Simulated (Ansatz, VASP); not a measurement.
GeCl2: VASP beside Ansatz

The input INCAR:

```
ALGO = Normal
EDIFF = 1E-6
EDIFFG = -0.01
ENCUT = 600
GGA = PE
IBRION = 2
ISIF = 3
ISMEAR = 0
LASPH = True
LCHARG = False
LREAL = False
LWAVE = False
NELM = 100
NSW = 100
PREC = Accurate
SIGMA = 0.02
```

Contents of KPOINTS:

```
k-points
0
Gamma
  6 6 6
```

File POSCAR:

```
GeCl2
1.0
    0.0000000000      5.7855611520      5.7855611520
    5.7855611520      0.0000000000      5.7855611520
    5.7855611520      5.7855611520      0.0000000000
Ge Cl
2 4
Direct
    0.2500000000      0.2500000000      0.2500000000
    0.0000000000      0.0000000000      0.0000000000
    0.1250000000      0.1250000000      0.1250000000
    0.1250000000      0.1250000000      0.6250000000
    0.1250000000      0.6250000000      0.1250000000
    0.6250000000      0.1250000000      0.1250000000
```

Input for Ansatz:

```yaml
crystal:
  lattice:
    - [0.0, 5.785561152, 5.785561152]
    - [5.785561152, 0.0, 5.785561152]
    - [5.785561152, 5.785561152, 0.0]
  atoms:
    - { symbol: Ge, position: [0.25, 0.25, 0.25] }
    - { symbol: Ge, position: [0.0, 0.0, 0.0] }
    - { symbol: Cl, position: [0.125, 0.125, 0.125] }
    - { symbol: Cl, position: [0.125, 0.125, 0.625] }
    - { symbol: Cl, position: [0.125, 0.625, 0.125] }
    - { symbol: Cl, position: [0.625, 0.125, 0.125] }
basis:
  ecutwfc: 420
kpoints:
  mp_grid: { grid: [6, 6, 6] }
hamiltonian:
  xc: pbe
scf:
  occupations: { method: gaussian, width: 0.02 }
output:
  forces: true
  stress: true
  eigenvalues: true
  write_density: true
  write_potential: true
  elf: true
  volumetric_format: npy
relax:
  adjacent_minimum: "off"
  f_tol: 0.01
  max_steps: 80
  cell: { stress_tol: 0.05 }
```

Alike in both runs: task relaxation of cell and atoms; functional PBE; k mesh 6 × 6 × 6; occupations gaussian, width 0.02 eV; no spin polarisation.

```csv
,VASP,Ansatz
version,VASP 6.6.1,Ansatz 0.2.0
potentials or method,"VASP PAW PBE potentials, release 64 (Ge_d, Cl), cutoff 600 eV","scalar-relativistic, plane waves, PAW"
valence electrons in the cell,56,56
```

|  | VASP | Ansatz | Ansatz less VASP |
| --- | --- | --- | --- |
| gap on the k mesh at the Fermi level, each at its own relaxed structure (eV) | 0.62 | 0.62 | -0.010 |
| relaxed volume (Å³/atom) | 65.67 | 65.58 | -0.083 |
| relaxed cell length with the largest relative difference (Å) | 8.229 | 8.225 | -0.0035 |

Ansatz's warnings: xc potential rough in thin density.
